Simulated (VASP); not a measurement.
Input of a VASP 6.6.1 run:

Contents of INCAR:

```
SYSTEM = TaN
PREC     = Accurate       ! precision mode
ENCUT    = 520            ! plane-wave cutoff, eV
EDIFF    = 1E-7           ! SCF threshold, eV
ISMEAR   = 0              ! smearing method
SIGMA    = 0.1            ! smearing width, eV
LREAL    = .FALSE.        ! projectors in reciprocal space
LASPH    = .TRUE.         ! aspherical terms in the spheres
NELM     = 80             ! most SCF steps
ALGO     = Normal         ! electronic algorithm
ISIF     = 2              ! what is computed and relaxed
LWAVE    = .FALSE.        ! write WAVECAR
LCHARG   = .FALSE.        ! write CHGCAR
GGA      = PE             ! functional
NBANDS   = 24             ! bands
```

Contents of KPOINTS:

```
regular mesh
0
G
  6 6 4
  0 0 0
```

File POSCAR:

```
TaN
1.0
    3.0877321833      0.0000000000      0.0000000000
   -1.5438660916      2.6740545108      0.0000000000
    0.0000000000      0.0000000000      6.1530845340
Ta N
2 2
Direct
    0.3333333333      0.6666666667      0.1898232600
    0.6666666667      0.3333333333      0.8101767400
    0.0000000000      0.0000000000      0.6157467823
    0.0000000000      0.0000000000      0.3842532177
```

Potentials or basis: VASP PAW PBE potentials, release 64 (Ta_pv, N).

Launch:

```bash
$ cat potpaw_PBE.64/Ta_pv/POTCAR potpaw_PBE.64/N/POTCAR > POTCAR
$ mpirun -np 1 vasp_std > vasp.out
```

(1) What does it give for the pressure?

(2) What does it give for the largest force?

## Answers

(1) 0.2 GPa.

(2) 0.050 eV/Å.

Caveat: the k points lie up to 0.39 Å⁻¹ apart, too coarse for converged energies and pressures of a metal.
